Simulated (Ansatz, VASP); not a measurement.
One calculation of BiSe2, two programs

```
CELL_PARAMETERS angstrom
6.53321 0.00000 0.00000
0.00000 6.53321 0.00000
0.00000 0.00000 4.20804
ATOMIC_POSITIONS crystal
Bi 0.00000 0.00000 0.00000
Bi 0.50000 0.50000 0.50000
Se 0.30600 0.30600 0.00000
Se 0.19400 0.80600 0.50000
Se 0.69400 0.69400 0.00000
Se 0.80600 0.19400 0.50000
```

Alike in both runs: task single point; functional r2SCAN; k mesh 4 × 4 × 4; occupations gaussian, width 0.1 eV; no spin polarisation.

```csv
,VASP,Ansatz
version,VASP 6.6.1,Ansatz 0.2.0
potentials or method,"VASP PAW PBE potentials, release 64 (Bi_d, Se), cutoff 520 eV","scalar-relativistic, plane waves, PAW"
valence electrons in the cell,54,94
```

```csv
,VASP,Ansatz,Ansatz less VASP
gap on the k mesh at the Fermi level (eV),none,none,-
pressure (GPa),4.0,3.9,-0.05
"traceless stress, the component that is largest in VASP (GPa)",2.13,2.11,-0.019
rms of the force components (eV/Å),0.160,0.157,-0.0032
```

VASP's potentials were made for PBE, not for r2SCAN. Atom by atom the forces differ by 0.003 eV/Å (rms over components). A gap of «none» marks a metal or a gap that the smearing closes. VASP's potentials hold 54 valence electrons a cell and Ansatz's 94, so a difference there can come from the potentials and not from the codes.

The k mesh is coarse, so the values compare programs but aren't converged. Spin-orbit coupling is off throughout.
